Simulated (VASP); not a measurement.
# CaO (Fm-3m) in VASP: further runs, part 2 of 2

VASP 6.6.1. Earlier steps stand in the parts before.

### Step 4. Single point, HSE06

Input file POSCAR:

```
CaO
1.0
    0.0000000000      2.3975523198      2.3975523198
    2.3975523198      0.0000000000      2.3975523198
    2.3975523198      2.3975523198      0.0000000000
Ca O
1 1
Direct
    0.0000000000      0.0000000000      0.0000000000
    0.5000000000      0.5000000000      0.5000000000
```

Input file INCAR.step1:

```
SYSTEM = CaO
  PREC = Accurate
  ENCUT = 520
  EDIFF = 1E-5
  ISMEAR = 0
  SIGMA = 0.01
  LREAL = .FALSE.
  LASPH = .TRUE.
  NELM = 80
  ALGO = Normal
  ISIF = 2
  LWAVE = .TRUE.
  LCHARG = .FALSE.
  NBANDS = 15
  GGA = PE
```

Input file INCAR.step2:

```
SYSTEM = CaO
  PREC = Accurate
  ENCUT = 520
  EDIFF = 1E-7
  ISMEAR = 0
  SIGMA = 0.01
  LREAL = .FALSE.
  LASPH = .TRUE.
  NELM = 80
  ALGO = Normal
  ISIF = 2
  LWAVE = .FALSE.
  LCHARG = .FALSE.
  GGA = PE
  LHFCALC = .TRUE.
  HFSCREEN = 0.2079
  PRECFOCK = Normal
  NBANDS = 15
  ISTART = 1
```

Input file KPOINTS:

```
Automatic mesh
0
G
  6 6 6
  0 0 0
```

Potentials or basis: VASP PAW PBE potentials, release 64 (Ca_sv, O).

Started as:

```bash
$ cat potpaw_PBE.64/Ca_sv/POTCAR potpaw_PBE.64/O/POTCAR > POTCAR
$ cp INCAR.step1 INCAR
$ mpirun -np 1 vasp_std > vasp.out
$ cp INCAR.step2 INCAR
$ mpirun -np 1 vasp_std > vasp.out
```

OUTCAR:

```text
SYSTEM = CaO
   PREC = Accurate
   ENCUT = 520
   EDIFF = 1E-7
   ISMEAR = 0
   LREAL = .FALSE.
   LASPH = .TRUE.
   NELM = 80
   ISIF = 2
   GGA = PE
   LHFCALC = .TRUE.
   HFSCREEN = 0.2079
   PRECFOCK = Normal
   ISTART = 1

 ion  position               nearest neighbor table
   1  0.000  0.000  0.000-   2 2.40   2 2.40   2 2.40   2 2.40   2 2.40   2 2.40
   2  0.500  0.500  0.500-   1 2.40   1 2.40   1 2.40   1 2.40   1 2.40   1 2.40

  LATTYP: Found a face centered cubic cell.
 ALAT       =     4.7951046396

  Lattice vectors:

 A1 = (   0.0000000000,   2.3975523198,   2.3975523198)
 A2 = (   2.3975523198,   0.0000000000,   2.3975523198)
 A3 = (   2.3975523198,   2.3975523198,   0.0000000000)

Analysis of symmetry for initial positions (statically):
=====================================================================
 Subroutine PRICEL returns:
 Original cell was already a primitive cell.

 Routine SETGRP: Setting up the symmetry group for a
 face centered cubic supercell.

 Subroutine GETGRP returns: Found 48 space group operations
 (whereof 48 operations were pure point group operations)
 out of a pool of 48 trial point group operations.

The static configuration has the point symmetry O_h .

Analysis of symmetry for dynamics (positions and initial velocities):
=====================================================================
 Subroutine PRICEL returns:
 Original cell was already a primitive cell.

 Routine SETGRP: Setting up the symmetry group for a
 face centered cubic supercell.

 Subroutine GETGRP returns: Found 48 space group operations
 (whereof 48 operations were pure point group operations)
 out of a pool of 48 trial point group operations.

The dynamic configuration has the point symmetry O_h .

 Subroutine INISYM returns: Found 48 space group operations
 (whereof 48 operations are pure point group operations),
 and found     1 'primitive' translations
[... 121 lines left out ...]
   ENCUTFOCK=  -1.0 apply spherical cutoff to Coloumb kernel
   IVDW    =     0    specifies the selected vdW correction
   LEPSILON=     F    determine dielectric tensor
   LRPA    =     F    only Hartree local field effects (RPA)
 non-spin polarized calculation
 Gauss-broadening in eV      SIGMA  =   0.01
  energy-cutoff  :      520.00
  volume of cell :       27.56
 maximum number of plane-waves:       754
 NGX is ok and might be reduce to    28
  NGX = 20; NGY = 20; NGZ = 20

 number of electron      15.9999997 magnetization

 Free energy of the ion-electron system (eV)
  ---------------------------------------------------
  ext. energy  EPLUGINS =         0.00000000
  ---------------------------------------------------
  free energy    TOTEN  =       -14.87742990 eV

  energy without entropy =      -14.87742990  energy(sigma->0) =      -14.87742990

 E-fermi :   1.4916     XC(G=0):  -8.6430

 val. band max:        1.3290835379   @ k =   0.0000   0.0000   0.0000
 cond. band min:       6.6234665025   @ k =   0.5000   0.5000   0.0000
 fundamental gap:      5.2943829646
 Fermi energy:         1.4915722298

 k-point     1 :       0.0000    0.0000    0.0000
  band No.  band energies     occupation
      1     -38.8294      2.00000
      2     -18.1137      2.00000
      3     -18.1137      2.00000
      4     -18.1137      2.00000
      5     -15.7247      2.00000
      6       1.3291      2.00000
      7       1.3291      2.00000
      8       1.3291      2.00000
      9       7.6124      0.00000
     10       9.5354      0.00000
     11       9.5354      0.00000
     12       9.5354      0.00000
     13      11.1766      0.00000
     14      11.1766      0.00000
[... 257 lines left out ...]
      2     -18.6648      2.00000
      3     -18.5772      2.00000
      4     -18.4623      2.00000
      5     -15.0834      2.00000
      6       0.0032      2.00000
      7       0.1663      2.00000
      8       0.4627      2.00000
      9       8.1142      0.00000
     10      11.0638      0.00000
     11      11.8829      0.00000
     12      13.3194      0.00000
     13      13.4066      0.00000
     14      16.4812      0.00000
     15      17.0065      0.00000

------------------------ aborting loop because EDIFF is reached ----------------------------------------

  FORCE on cell =-STRESS in cart. coord.  units (eV):
  Direction    XX          YY          ZZ          XY          YZ          ZX
  --------------------------------------------------------------------------------------
  -------------------------------------------------------------------------------------
  Total        0.1643248      0.1643248      0.1643248     -0.0000000     -0.0000000      0.0000000
  in kB        9.5516727      9.5516727      9.5516727     -0.0000000     -0.0000000      0.0000000
  external PRESSURE =       9.5516727 kB  Pullay stress =       0.0000000 kB

 VOLUME and BASIS-vectors are now :
 -----------------------------------------------------------------------------
  energy-cutoff  :      520.00
  volume of cell :       27.56
      direct lattice vectors                 reciprocal lattice vectors
     0.000000000  2.397552320  2.397552320    -0.208546022  0.208546022  0.208546022
     2.397552320  0.000000000  2.397552320     0.208546022 -0.208546022  0.208546022
     2.397552320  2.397552320  0.000000000     0.208546022  0.208546022 -0.208546022

 POSITION                                       TOTAL-FORCE (eV/Angst)
 -----------------------------------------------------------------------------------
      0.00000      0.00000      0.00000         0.000000     -0.000000     -0.000000
      2.39755      2.39755      2.39755        -0.000000      0.000000      0.000000
 -----------------------------------------------------------------------------------
    total drift:                               -0.000000     -0.000000     -0.000000

  FREE ENERGIE OF THE ION-ELECTRON SYSTEM (eV)
  ---------------------------------------------------
  free  energy   TOTEN  =       -14.8774298965 eV

  energy  without entropy=      -14.8774298965  energy(sigma->0) =      -14.87742990
```

OUTCAR.step1:

```text
SYSTEM = CaO
   PREC = Accurate
   ENCUT = 520
   EDIFF = 1E-5
   ISMEAR = 0
   LREAL = .FALSE.
   LASPH = .TRUE.
[... 499 lines left out ...]
      0.00000      0.00000      0.00000         0.000000     -0.000000     -0.000000
      2.39755      2.39755      2.39755        -0.000000      0.000000      0.000000
 -----------------------------------------------------------------------------------
    total drift:                                0.000000      0.000000      0.000000

  FREE ENERGIE OF THE ION-ELECTRON SYSTEM (eV)
  ---------------------------------------------------
  free  energy   TOTEN  =       -12.7976374281 eV

  energy  without entropy=      -12.7976374281  energy(sigma->0) =      -12.79763743
```

It took 13 min on 1 thread of Intel Xeon 6975P-C (Granite Rapids), shared host; peak memory 0.26 GiB.

Results:

```
Free energy            : -14.8774 eV
Pressure               : 1.0 GPa
Band gap on the k mesh : 5.29 eV, indirect (least direct gap 5.72 eV)
```

Caveat: the PAW data sets were made with another functional, which shifts forces and pressure a little. A k mesh can miss the band edges.

### Step 5. Single point, PBE0

POSCAR is that of step 4.

Input file INCAR.step1:

```
ALGO = Normal
EDIFF = 1E-5
ENCUT = 520
GGA = PE
ISIF = 2
ISMEAR = 0
LASPH = T
LREAL = F
LWAVE = T
NBANDS = 15
NELM = 60
PREC = Accurate
SIGMA = 0.01
```

Input file INCAR.step2:

```
AEXX = 0.25
ALGO = Normal
EDIFF = 1E-6
ENCUT = 520
GGA = PE
ISIF = 2
ISMEAR = 0
ISTART = 1
LASPH = T
LCHARG = T
LELF = T
LHFCALC = T
LREAL = F
LVHAR = T
LWAVE = F
NBANDS = 15
NELM = 60
PREC = Accurate
PRECFOCK = Normal
SIGMA = 0.01
```

Input file KPOINTS:

```
k-points
0
Gamma
  6 6 6
```

Potentials or basis: VASP PAW PBE potentials, release 64 (Ca_sv, O).

Started as:

```bash
$ cat potpaw_PBE.64/Ca_sv/POTCAR potpaw_PBE.64/O/POTCAR > POTCAR
$ cp INCAR.step1 INCAR
$ mpirun -np 1 vasp_std > vasp.out
$ cp INCAR.step2 INCAR
$ mpirun -np 1 vasp_std > vasp.out
```

OUTCAR:

```text
AEXX = 0.25
   EDIFF = 1E-6
   ENCUT = 520
   GGA = PE
   ISIF = 2
   ISMEAR = 0
   ISTART = 1
   LASPH = T
   LHFCALC = T
   LREAL = F
   NELM = 60
   PREC = Accurate
   PRECFOCK = Normal

 ion  position               nearest neighbor table
   1  0.000  0.000  0.000-   2 2.40   2 2.40   2 2.40   2 2.40   2 2.40   2 2.40
   2  0.500  0.500  0.500-   1 2.40   1 2.40   1 2.40   1 2.40   1 2.40   1 2.40

  LATTYP: Found a face centered cubic cell.
 ALAT       =     4.7951046396

  Lattice vectors:

 A1 = (   0.0000000000,   2.3975523198,   2.3975523198)
 A2 = (   2.3975523198,   0.0000000000,   2.3975523198)
 A3 = (   2.3975523198,   2.3975523198,   0.0000000000)

Analysis of symmetry for initial positions (statically):
=====================================================================
 Subroutine PRICEL returns:
 Original cell was already a primitive cell.

 Routine SETGRP: Setting up the symmetry group for a
 face centered cubic supercell.

 Subroutine GETGRP returns: Found 48 space group operations
 (whereof 48 operations were pure point group operations)
 out of a pool of 48 trial point group operations.

[... 174 lines left out ...]
      4     -18.5368      2.00000
      5     -16.1475      2.00000
      6       0.9307      2.00000
      7       0.9307      2.00000
      8       0.9307      2.00000
      9       7.9463      0.00000
     10       9.9147      0.00000
     11       9.9147      0.00000
     12       9.9147      0.00000
     13      11.5594      0.00000
     14      11.5594      0.00000
[... 257 lines left out ...]
      2     -19.0919      2.00000
      3     -19.0025      2.00000
      4     -18.8878      2.00000
      5     -15.5030      2.00000
      6      -0.4177      2.00000
      7      -0.2475      2.00000
      8       0.0490      2.00000
      9       8.4806      0.00000
     10      11.4437      0.00000
     11      12.2695      0.00000
     12      13.7162      0.00000
     13      13.8019      0.00000
     14      16.8565      0.00000
     15      17.3792      0.00000

------------------------ aborting loop because EDIFF is reached ----------------------------------------

  FORCE on cell =-STRESS in cart. coord.  units (eV):
  Direction    XX          YY          ZZ          XY          YZ          ZX
  --------------------------------------------------------------------------------------
  -------------------------------------------------------------------------------------
  Total        0.1413478      0.1413478      0.1413478     -0.0000000     -0.0000000      0.0000000
  in kB        8.2160937      8.2160937      8.2160937     -0.0000000     -0.0000000      0.0000000
  external PRESSURE =       8.2160937 kB  Pullay stress =       0.0000000 kB

 VOLUME and BASIS-vectors are now :
 -----------------------------------------------------------------------------
  energy-cutoff  :      520.00
  volume of cell :       27.56
      direct lattice vectors                 reciprocal lattice vectors
     0.000000000  2.397552320  2.397552320    -0.208546022  0.208546022  0.208546022
     2.397552320  0.000000000  2.397552320     0.208546022 -0.208546022  0.208546022
     2.397552320  2.397552320  0.000000000     0.208546022  0.208546022 -0.208546022

 POSITION                                       TOTAL-FORCE (eV/Angst)
 -----------------------------------------------------------------------------------
      0.00000      0.00000      0.00000         0.000000      0.000000      0.000000
      2.39755      2.39755      2.39755        -0.000000      0.000000      0.000000
 -----------------------------------------------------------------------------------
    total drift:                                0.000000      0.000000      0.000000

  FREE ENERGIE OF THE ION-ELECTRON SYSTEM (eV)
  ---------------------------------------------------
  free  energy   TOTEN  =       -15.4602505277 eV

  energy  without entropy=      -15.4602505277  energy(sigma->0) =      -15.46025053
```

OUTCAR.step1:

```text
EDIFF = 1E-5
   ENCUT = 520
   GGA = PE
   ISIF = 2
   ISMEAR = 0
[... 499 lines left out ...]
 -----------------------------------------------------------------------------------
      0.00000      0.00000      0.00000         0.000000     -0.000000     -0.000000
      2.39755      2.39755      2.39755        -0.000000      0.000000      0.000000
 -----------------------------------------------------------------------------------
    total drift:                                0.000000      0.000000      0.000000

  FREE ENERGIE OF THE ION-ELECTRON SYSTEM (eV)
  ---------------------------------------------------
  free  energy   TOTEN  =       -12.7976374281 eV

  energy  without entropy=      -12.7976374281  energy(sigma->0) =      -12.79763743
```

OSZICAR.step1:

```text
N       E                     dE             d eps       ncg     rms          rms(c)
DAV:   1     0.126531244767E+03    0.12653E+03   -0.85461E+03   480   0.111E+03
DAV:   2    -0.935957775048E+01   -0.13589E+03   -0.12622E+03   592   0.295E+02
DAV:   3    -0.143575931716E+02   -0.49980E+01   -0.49480E+01   571   0.585E+01
DAV:   4    -0.145081963900E+02   -0.15060E+00   -0.15041E+00   682   0.884E+00
DAV:   5    -0.145104132046E+02   -0.22168E-02   -0.22168E-02   573   0.943E-01    0.856E+00
DAV:   6    -0.128713147382E+02    0.16391E+01   -0.50615E+00   530   0.220E+01    0.356E+00
DAV:   7    -0.128010365797E+02    0.70278E-01   -0.41250E-01   544   0.660E+00    0.180E+00
DAV:   8    -0.127986025384E+02    0.24340E-02   -0.75227E-02   613   0.295E+00    0.424E-01
DAV:   9    -0.127970100812E+02    0.15925E-02   -0.48482E-03   487   0.580E-01    0.109E-01
DAV:  10    -0.127976627442E+02   -0.65266E-03   -0.74490E-04   572   0.247E-01    0.414E-02
DAV:  11    -0.127976379891E+02    0.24755E-04   -0.54898E-05   578   0.861E-02    0.771E-03
DAV:  12    -0.127976374281E+02    0.56100E-06   -0.71680E-06   441   0.251E-02
   1 F= -.12797637E+02 E0= -.12797637E+02  d E =-.874173-134
```

It took 13 min on 1 thread of Intel Xeon 6975P-C (Granite Rapids), shared host; peak memory 0.18 GiB.

Results:

```
Free energy            : -15.4603 eV
Pressure               : 0.8 GPa
Band gap on the k mesh : 6.05 eV, indirect (least direct gap 6.48 eV)
```

Caveat: the PAW data sets were made with another functional, which shifts forces and pressure a little.

### Step 6. The runs side by side

```csv
level,k mesh,grid for exact exchange (PRECFOCK),screening parameter,gap on the mesh (eV),pressure (GPa)
r2SCAN,6 × 6 × 6,-,-,4.19,1.1
PBE,10 × 10 × 10,-,-,3.63,3.1
HSE06,6 × 6 × 6,Normal,0.2079 1/Å,5.29,1.0
PBE0,6 × 6 × 6,Normal,-,6.05,0.8
```

Alike in all rows: task single point; potentials or basis VASP PAW PBE potentials, release 64 (Ca_sv, O); no spin polarisation; cell as given; cutoff (eV) 520; smearing gaussian 0.01 eV.

On the cell as given the gap runs from 3.63 eV (PBE) to 6.05 eV (PBE0); the meshes differ, which moves gaps too. The pressure there spans 0.8 GPa (PBE0) to 3.1 GPa (PBE); a positive pressure means that this level wants a larger cell, a negative one a smaller.

Caveats: the PAW data sets were made with another functional, which shifts forces and pressure a little (some runs).

Total energies depend on the potentials used, so only differences within one code and one set of settings carry meaning.
